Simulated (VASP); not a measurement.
Set up this calculation in VASP 6.6.1, as the native input.

```yaml
Task: single point
Functional: PBE
Potentials_or_basis: VASP PAW PBE potentials, release 64 (Ga_d, B, As)
Cutoff: 520 eV
k_mesh: 4 × 4 × 4
Occupations: gaussian, width 0.2 eV
Spin: no spin polarisation
Dipole_correction: no
Further_INCAR_settings: ALGO = Normal; EDIFF = 1e-06; NBANDS = 45
```

The structure of Ga4BAs3 lies in POSCAR:

```
Ga4BAs3
1.0
    5.5227742753      0.0006032098     -0.0012449552
    0.0004163271      5.5395850142      0.0000265380
   -0.0011939266      0.0000112179      5.5319220384
Ga B As
4 1 3
Direct
    0.2196587840      0.2200960582      0.2199598721
    0.7803471653      0.7800622295      0.2198253180
    0.7802122361      0.2201132848      0.7801197088
    0.2197326919      0.7799929981      0.7800432123
    1.0000645134     -0.0000581640     -0.0000418594
    0.5000311791     -0.0001431147      0.4999838271
   -0.0000496240      0.4999708485      0.5000083587
    0.5000030542      0.4999658597      0.0001015624
```

One way to write it, as run:

INCAR

```
SYSTEM = Ga4BAs3
  PREC = Accurate
  ENCUT = 520
  EDIFF = 1E-6
  ISMEAR = 0
  SIGMA = 0.2
  LREAL = .False.
  LASPH = .True.
  NELM = 80
  ALGO = Normal
  ISIF = 2
  LWAVE = .False.
  LCHARG = .True.
  GGA = PE
  LELF = .True.
  LVHAR = .True.
  NBANDS = 45
```

KPOINTS

```
Automatic mesh
0
Gamma
  4 4 4
  0 0 0
```

Potentials or basis: VASP PAW PBE potentials, release 64 (Ga_d, B, As).

Run with:

```bash
$ cat potpaw_PBE.64/Ga_d/POTCAR potpaw_PBE.64/B/POTCAR potpaw_PBE.64/As/POTCAR > POTCAR
$ mpirun -np 1 vasp_std > vasp.out
```

Results of the run:

| Property | Result |
| --- | --- |
| Pressure | 0.1 GPa |
| Largest force | 0.011 eV/Å |
| Band gap on the k mesh | zero (bands 35 and 36 overlap by 1.63 eV) |

Wall time 6.8 min on 1 thread of Intel(R) Xeon(R) Platinum 8488C (Sapphire Rapids), with other jobs on the host, peak memory 0.39 GiB.
